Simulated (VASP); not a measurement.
# Pt (Fm-3m) in VASP: a series of runs

Aim: see how the results for Pt move with the level of theory and the settings. Levels: PBEsol, PBE. Tasks: single point, relaxation of cell and atoms.

Program: VASP 6.6.1. These are calculated values, not measurements. Logs are shortened: lines on timing, memory, paths and dates and some standing lists are left out, and cuts for length are marked.

## Step 1: The cell of the first run

Symmetry: Fm-3m, No. 225, cubic system. The conventional cell has a = 3.922 Å, b = 3.922 Å, c = 3.922 Å, α = 90.00°, β = 90.00°, γ = 90.00°. Within 3.7 Å of Pt (site symmetry m-3m) lie 12 Pt at 2.77 Å.

## Step 2: Single point, PBEsol, non-collinear spin, zero start, spin-orbit coupling

INCAR

```
  ALGO = Fast
  EDIFF = 1E-6
  ENCUT = 520
  GGA = PS
  GGA_COMPAT = F
  ISIF = 2
  ISMEAR = -1
  LASPH = T
  LCHARG = T
  LMAXMIX = 4
  LORBIT = 11
  LORBMOM = T
  LREAL = F
  LSORBIT = T
  LVHAR = T
  LWAVE = F
  MAGMOM = 0 0 0
  NBANDS = 21
  NELM = 150
  PREC = Accurate
  SIGMA = 0.05
```

KPOINTS

```
k-points
0
Gamma
  12 12 12
```

POSCAR

```
Pt
1.0
    0.0000000000      1.9609000000      1.9609000000
    1.9609000000      0.0000000000      1.9609000000
    1.9609000000      1.9609000000      0.0000000000
Pt
1
Direct
    0.0000000000      0.0000000000      0.0000000000
```

Potentials or basis: VASP PAW PBE potentials, release 64 (Pt).

Run with:

```console
> cat potpaw_PBE.64/Pt/POTCAR > POTCAR
> mpirun -np 1 vasp_ncl > vasp.out
```

OUTCAR:

```text
EDIFF = 1E-6
   ENCUT = 520
   GGA = PS
   ISIF = 2
   ISMEAR = -1
   LASPH = T
   LORBIT = 11
   LREAL = F
   LSORBIT = T
   NELM = 150
   PREC = Accurate

 ion  position               nearest neighbor table
   1  0.000  0.000  0.000-

  LATTYP: Found a face centered cubic cell.
 ALAT       =     3.9218000000

  Lattice vectors:

 A1 = (   0.0000000000,   1.9609000000,   1.9609000000)
 A2 = (   1.9609000000,   0.0000000000,   1.9609000000)
 A3 = (   1.9609000000,   1.9609000000,   0.0000000000)

Analysis of symmetry for initial positions (statically):
=====================================================================
 Subroutine PRICEL returns:
 Original cell was already a primitive cell.

 Routine SETGRP: Setting up the symmetry group for a
 face centered cubic supercell.

 Subroutine GETGRP returns: Found 48 space group operations
 (whereof 48 operations were pure point group operations)
 out of a pool of 48 trial point group operations.

The static configuration has the point symmetry O_h .

Analysis of symmetry for dynamics (positions and initial velocities):
=====================================================================
 Subroutine PRICEL returns:
 Original cell was already a primitive cell.

 Routine SETGRP: Setting up the symmetry group for a
 face centered cubic supercell.

 Subroutine GETGRP returns: Found 48 space group operations
 (whereof 48 operations were pure point group operations)
 out of a pool of 48 trial point group operations.

The dynamic configuration has the point symmetry O_h .

Analysis of structural, dynamic, and magnetic symmetry:
=====================================================================
 Subroutine PRICEL returns:
 Original cell was already a primitive cell.

 Routine SETGRP: Setting up the symmetry group for a
 face centered cubic supercell.

 Subroutine GETGRP returns: Found 48 space group operations
 (whereof 48 operations were pure point group operations)
 out of a pool of 48 trial point group operations.

The overall configuration has the point symmetry O_h .

 Subroutine INISYM returns: Found 48 space group operations
 (whereof 48 operations are pure point group operations),
 and found     1 'primitive' translations

----------------------------------------------------------------------------------------

                                     Primitive cell

  volume of cell :      15.0798

[... 141 lines left out ...]
 cond. band min:      11.1513122916   @ k =   0.5000   0.0833   0.0000
 fundamental gap:      0.0093920151
 Fermi energy:        11.1442289148

 k-point     1 :       0.0000    0.0000    0.0000
  band No.  band energies     occupation
      1       0.8035      1.00000
      2       0.8035      1.00000
      3       6.8383      1.00000
      4       6.8383      1.00000
      5       6.8383      1.00000
      6       6.8383      1.00000
[... 565 lines left out ...]
     20      29.7705      0.00000
     21      37.9298      0.00000

 [... further k-points ...]
[... 5 lines left out ...]
  --------------------------------------------------------------------------------------
  -------------------------------------------------------------------------------------
  Total       -0.0488453     -0.0488453     -0.0488453      0.0000000      0.0000000      0.0000000
  in kB       -5.1896350     -5.1896350     -5.1896350      0.0000000      0.0000000      0.0000000
  external PRESSURE =      -5.1896350 kB  Pullay stress =       0.0000000 kB

 VOLUME and BASIS-vectors are now :
 -----------------------------------------------------------------------------
  energy-cutoff  :      520.00
  volume of cell :       15.08
      direct lattice vectors                 reciprocal lattice vectors
     0.000000000  1.960900000  1.960900000    -0.254984956  0.254984956  0.254984956
     1.960900000  0.000000000  1.960900000     0.254984956 -0.254984956  0.254984956
     1.960900000  1.960900000  0.000000000     0.254984956  0.254984956 -0.254984956

 POSITION                                       TOTAL-FORCE (eV/Angst)
 -----------------------------------------------------------------------------------
      0.00000      0.00000      0.00000         0.000000      0.000000     -0.000000
 -----------------------------------------------------------------------------------
    total drift:                                0.000000      0.000000     -0.000000

  FREE ENERGIE OF THE ION-ELECTRON SYSTEM (eV)
  ---------------------------------------------------
  free  energy   TOTEN  =        -7.3696237759 eV

  energy  without entropy=       -7.3576980993  energy(sigma->0) =       -7.36366094

 orbital moment (x)

 # of ion     p       d       tot
 ----------------------------------------
  1         0.000   0.000   0.000
 ----------------------------------------
            0.000   0.000   0.000

 orbital moment (y)

 # of ion     p       d       tot
 ----------------------------------------
  1        -0.000  -0.000  -0.000
 ----------------------------------------
           -0.000  -0.000  -0.000

 orbital moment (z)

 # of ion     p       d       tot
 ----------------------------------------
  1         0.000  -0.000  -0.000
 ----------------------------------------
            0.000  -0.000  -0.000

 Spin-Orbit-Coupling matrix elements

 Ion:    1  E_soc:     -0.7823323
 l=   1
     0.0000000    -0.0337133    -0.0337133
    -0.0337133     0.0000000    -0.0337133
    -0.0337133    -0.0337133     0.0000000
 l=   2
     0.0000000    -0.0166222     0.0000000    -0.0166222    -0.0800532
    -0.0166222     0.0000000    -0.0600399    -0.0166222    -0.0200133
     0.0000000    -0.0600399     0.0000000    -0.0600399     0.0000000
    -0.0166222    -0.0166222    -0.0600399     0.0000000    -0.0200133
    -0.0800532    -0.0200133     0.0000000    -0.0200133     0.0000000
 l=   3
     0.0000000     0.0000000     0.0000000     0.0000000     0.0000000     0.0000000     0.0000000
     0.0000000     0.0000000     0.0000000     0.0000000     0.0000000     0.0000000     0.0000000
     0.0000000     0.0000000     0.0000000     0.0000000     0.0000000     0.0000000     0.0000000
     0.0000000     0.0000000     0.0000000     0.0000000     0.0000000     0.0000000     0.0000000
     0.0000000     0.0000000     0.0000000     0.0000000     0.0000000     0.0000000     0.0000000
     0.0000000     0.0000000     0.0000000     0.0000000     0.0000000     0.0000000     0.0000000
     0.0000000     0.0000000     0.0000000     0.0000000     0.0000000     0.0000000     0.0000000

 total charge

# of ion       s       p       d       tot
------------------------------------------
    1        0.636   0.632   8.018   9.286

 magnetization (x)

# of ion       s       p       d       tot
------------------------------------------
    1       -0.000   0.000   0.000   0.000

 magnetization (y)

# of ion       s       p       d       tot
------------------------------------------
    1        0.000  -0.000   0.000  -0.000

 magnetization (z)

# of ion       s       p       d       tot
------------------------------------------
    1       -0.000   0.000  -0.000  -0.000
```

OSZICAR:

```text
N       E                     dE             d eps       ncg     rms          rms(c)
DAV:   1     0.523007674415E+02    0.52301E+02   -0.49314E+03  3048   0.907E+02
DAV:   2    -0.658045128344E+01   -0.58881E+02   -0.55083E+02  3494   0.220E+02
DAV:   3    -0.781616985271E+01   -0.12357E+01   -0.12222E+01  3504   0.309E+01
DAV:   4    -0.782295908344E+01   -0.67892E-02   -0.67885E-02  3527   0.249E+00
DAV:   5    -0.782303094225E+01   -0.71859E-04   -0.71858E-04  3555   0.261E-01    0.149E+01
RMM:   6    -0.742119203064E+01    0.40184E+00   -0.43105E-01  3035   0.577E+00    0.790E+00
RMM:   7    -0.737408991235E+01    0.47102E-01   -0.88893E-02  3151   0.278E+00    0.299E+00
RMM:   8    -0.736993486734E+01    0.41550E-02   -0.57270E-03  3246   0.771E-01    0.126E+00
RMM:   9    -0.736964070330E+01    0.29416E-03   -0.70266E-04  3310   0.248E-01    0.201E-01
RMM:  10    -0.736962127903E+01    0.19424E-04   -0.14909E-04  3368   0.103E-01    0.483E-02
RMM:  11    -0.736962252721E+01   -0.12482E-05   -0.29792E-05  3619   0.433E-02    0.194E-02
RMM:  12    -0.736962357506E+01   -0.10478E-05   -0.79019E-06  3471   0.215E-02    0.430E-03
RMM:  13    -0.736962377592E+01   -0.20086E-06   -0.18713E-06  2680   0.994E-03
   1 F= -.73696238E+01 E0= -.73636609E+01  d E =-.119257E-01  mag=     0.0000    -0.0000    -0.0000
```

stdout:

```text
POSCAR found type information on POSCAR Pt
 POSCAR found :  1 types and       1 ions
 scaLAPACK will be used
 -----------------------------------------------------------------------------
|                                                                             |
|                                                                             |
|     You enforced a specific xc type in the INCAR file but a different       |
|     I HOPE YOU KNOW WHAT YOU ARE DOING!                                     |
|                                                                             |
 -----------------------------------------------------------------------------

 LDA part: xc-table for (Slater+PW92), standard interpolation
 POSCAR, INCAR and KPOINTS ok, starting setup
 FFT: planning ... GRIDC
 FFT: planning ... GRID_SOFT
 FFT: planning ... GRID
 WAVECAR not read
 entering main loop
```

Wall time 2.6 min (1 thread of AMD EPYC 7R13, shared host); peak memory 0.18 GiB.

What came out:

* Free energy: -7.3696 eV
* Pressure: -0.5 GPa
* Net moment: 0.00 μB per cell
* Valence electrons inside the program's atomic spheres: Pt 9.29

Moments on the atoms (μB; x, y, z):
```
Pt  0.00 0.00 0.00
```

Caveat: the PAW data sets were made with another functional, which shifts forces and pressure a little.

## Step 3: Single point, PBE

INCAR

```
SYSTEM = Pt
  PREC = Accurate
  ENCUT = 520
  EDIFF = 1E-7
  ISMEAR = -1
  SIGMA = 0.04
  LREAL = .False.
  LASPH = .True.
  NELM = 80
  ALGO = Fast
  ISIF = 2
  LWAVE = .False.
  LCHARG = .False.
  GGA = PE
  NBANDS = 11
```

KPOINTS

```
Automatic mesh
0
Gamma
  8 8 8
  0 0 0
```

POSCAR is that of step 2.

Potentials or basis: VASP PAW PBE potentials, release 64 (Pt).

Run with:

```console
> cat potpaw_PBE.64/Pt/POTCAR > POTCAR
> mpirun -np 1 vasp_std > vasp.out
```

Wall time 6.4 s (1 thread of Intel Xeon 6975P-C, shared host); peak memory 0.14 GiB.

It converged, with:

| Quantity | Value |
| --- | --- |
| Free energy | -6.0734 eV |
| Pressure | 8.9 GPa |
| Band gap on the k mesh | zero (band 5 reaches 11.72 eV, above the bottom of band 6 at 9.50 eV) |

Levels at points of the mesh, in eV from the Fermi level:
```
           k point  band 2  band 3  band 4  band 5  band 6  band 7  band 8  band 9
(0.00, 0.00, 0.00)   -3.75   -3.75   -3.75   -1.60   -1.60   14.71   19.68   19.68
(0.50, 0.00, 0.00)   -3.82   -3.82   -0.41    0.07    0.07    5.89   14.28   19.05
(0.50, 0.50, 0.00)   -6.58    0.03    0.52    0.52    1.85    8.93   11.46   11.46
```

Caveat: spin-orbit coupling is left out, which moves the levels of the heavy elements.

## Step 4: Single point, PBE

INCAR

```
PREC = Accurate
ENCUT = 520
EDIFF = 1E-6
ISMEAR = 0
SIGMA = 0.028000000000000004
LREAL = F
LASPH = T
NELM = 100
ALGO = Fast
ISIF = 2
LWAVE = F
LCHARG = F
GGA = PE
NBANDS = 11
```

KPOINTS

```
regular mesh
0
Gamma
  12 12 12
```

POSCAR is that of step 3.

Run with:

```console
> cat potpaw_PBE.64/Pt/POTCAR > POTCAR
> mpirun -np 1 vasp_std > vasp.out
```

Wall time 9.8 s (1 thread of Intel Xeon 6975P-C, shared host); peak memory 0.15 GiB.

The run converged. Its results:

| Quantity | Value |
| --- | --- |
| Free energy | -6.0838 eV |
| Pressure | 9.7 GPa |
| Band gap on the k mesh | zero (band 5 reaches 11.78 eV, above the bottom of band 6 at 9.54 eV) |

Levels at points of the mesh, in eV from the Fermi level:
```tsv
k point	band 3	band 4	band 5	band 6	band 7	band 8
(0.00, 0.00, 0.00)	-3.81	-3.81	-1.65	-1.65	14.61	19.58
(0.50, 0.00, 0.00)	-3.87	-0.50	0.02	0.02	5.82	14.18
(0.50, 0.50, 0.00)	-0.01	0.48	0.48	1.75	8.86	11.37
```

Caveat: spin-orbit coupling is left out, which moves the levels of the heavy elements.

## Step 5: Single point, PBE

This run uses another cell than the first one, of 15.65 Å³/atom, 1.038 times its volume.

INCAR

```
PREC = Accurate ; ENCUT = 520
EDIFF = 1E-7 ; ISMEAR = -1
SIGMA = 0.05 ; LREAL = False
LASPH = True ; NELM = 80
ALGO = Normal ; ISIF = 2
LWAVE = False ; LCHARG = False
GGA = PE ; NBANDS = 11
```

KPOINTS is that of step 4.

POSCAR

```
Pt
1.0
    0.0000000000      1.9853817998      1.9853817998
    1.9853817998      0.0000000000      1.9853817998
    1.9853817998      1.9853817998      0.0000000000
Pt
1
Direct
    0.0000000000      0.0000000000      0.0000000000
```

Run with:

```console
> cat potpaw_PBE.64/Pt/POTCAR > POTCAR
> mpirun -np 1 vasp_std > vasp.out
```

Wall time 9.9 s (1 thread of Intel Xeon 6975P-C, shared host); peak memory 0.15 GiB.

It converged, with:

```
Free energy            : -6.1092 eV
Pressure               : -0.4 GPa
Band gap on the k mesh : zero (band 5 reaches 11.03 eV, above the bottom of band 6 at 8.94 eV)
```

Levels at points of the mesh, in eV from the Fermi level:
| k point | band 1 | band 2 | band 3 | band 4 | band 5 | band 6 | band 7 | band 8 | band 9 | band 10 |
| --- | --- | --- | --- | --- | --- | --- | --- | --- | --- | --- |
| (0.00, 0.00, 0.00) | -9.82 | -3.58 | -3.58 | -3.58 | -1.55 | -1.55 | 14.72 | 19.47 | 19.47 | 19.47 |
| (0.50, 0.00, 0.00) | -6.96 | -3.64 | -3.64 | -0.34 | 0.02 | 0.02 | 5.55 | 14.27 | 18.70 | 18.70 |
| (0.50, 0.50, 0.00) | -6.69 | -6.25 | -0.01 | 0.44 | 0.44 | 1.83 | 8.47 | 11.26 | 11.26 | 19.68 |

Caveat: spin-orbit coupling is left out, which moves the levels of the heavy elements.

## Step 6: Relaxation of cell and atoms, PBE

INCAR

```
  PREC = Accurate
  ENCUT = 600
  EDIFF = 1E-6
  ISMEAR = -1
  SIGMA = 0.05
  LREAL = F
  LASPH = T
  NELM = 80
  ALGO = Normal
  ISIF = 3
  LWAVE = F
  LCHARG = F
  GGA = PE
  IBRION = 2
  NSW = 80
  EDIFFG = -0.02
```

KPOINTS

```
Automatic mesh
0
Gamma
  12 12 12
```

POSCAR

```
Pt
1.0
    0.0000000000      1.9609000000      1.9609000000
    1.9609000000      0.0000000000      1.9609000000
    1.9609000000      1.9609000000      0.0000000000
Pt
1
Direct
    0.0000000000      0.0000000000      0.0000000000
```

Potentials or basis: VASP PAW PBE potentials, release 64 (Pt).

Run with:

```console
> cat potpaw_PBE.64/Pt/POTCAR > POTCAR
> mpirun -np 1 vasp_std > vasp.out
```

Run time: 23 s. Hardware: 1 thread of Intel Xeon 6975P-C, shared host; peak memory 0.16 GiB.

The run converged. Its results:

```yaml
Free_energy: -6.1092 eV
Relaxed_volume: 15.63 Å³/atom
Relaxed_cell: a = 2.806 Å, b = 2.806 Å, c = 2.806 Å, α = 60.00°, β = 60.00°, γ = 60.00°
Space_group_after_relaxing_to_0.05_Å: Fm-3m (No. 225)
Energy_gained_by_relaxing: 16.1 meV/atom
Ionic_steps: 4
Pressure_after_relaxing: 0.0 GPa
Band_gap_on_the_k_mesh: zero (band 5 reaches 11.06 eV, above the bottom of band 6 at 8.96 eV)
```

The path:
```csv
step,energy change (eV),largest force (eV/Å),pressure (GPa),volume (Å³)
1,0.0000,0.0000,9.84,15.08
2,0.0828,0.0000,-18.20,17.19
3,-0.0161,0.0000,-0.31,15.65
4,-0.0161,0.0000,-0.03,15.63
```

Final structure:
```
Pt
1.0
     0.00000    1.98446    1.98446
     1.98446    0.00000    1.98446
     1.98446    1.98446    0.00000
Pt
1
Direct
  0.00000 0.00000 0.00000
```

Levels at points of the mesh, in eV from the Fermi level:
```tsv
k point	band 3	band 4	band 5	band 6	band 7	band 8
(0.00, 0.00, 0.00)	-3.59	-3.59	-1.55	-1.55	14.71	19.48
(0.50, 0.00, 0.00)	-3.64	-0.35	0.02	0.02	5.56	14.27
(0.50, 0.50, 0.00)	-0.01	0.45	0.45	1.83	8.48	11.26
```

Caveat: spin-orbit coupling is left out, which moves the levels of the heavy elements. Zero-point motion and thermal expansion aren't in these numbers.

## Step 7: Overview

| task | level | spin | cell | k mesh | cutoff (eV) | smearing | gap on the mesh (eV) | pressure (GPa) |
| --- | --- | --- | --- | --- | --- | --- | --- | --- |
| single point | PBEsol | non-collinear, zero start, SOC | a = 2.773 Å, angles 60.0°, 1 atom | 12 × 12 × 12 | 520 | fermi-dirac 0.05 eV | - | -0.5 |
| single point | PBE | off | a = 2.773 Å, angles 60.0°, 1 atom | 8 × 8 × 8 | 520 | fermi-dirac 0.04 eV | none | 8.9 |
| single point | PBE | off | a = 2.773 Å, angles 60.0°, 1 atom | 12 × 12 × 12 | 520 | gaussian 0.028 eV | none | 9.7 |
| single point | PBE | off | a = 2.808 Å, angles 60.0°, 1 atom | 12 × 12 × 12 | 520 | fermi-dirac 0.05 eV | none | -0.4 |
| relaxation of cell and atoms | PBE | off | relaxed from a = 2.773 Å, angles 60.0°, 1 atom | 12 × 12 × 12 | 600 | fermi-dirac 0.05 eV | none | 0.0 |

Alike in all rows: potentials or basis VASP PAW PBE potentials, release 64 (Pt).

The pressure there spans -0.5 GPa (PBEsol) to 9.7 GPa (PBE); a positive pressure means that this level wants a larger cell, a negative one a smaller.

Caveats: spin-orbit coupling is left out, which moves the levels of the heavy elements (some runs); the PAW data sets were made with another functional, which shifts forces and pressure a little (some runs).

Total energies depend on the potentials used, so only differences within one code and one set of settings carry meaning.
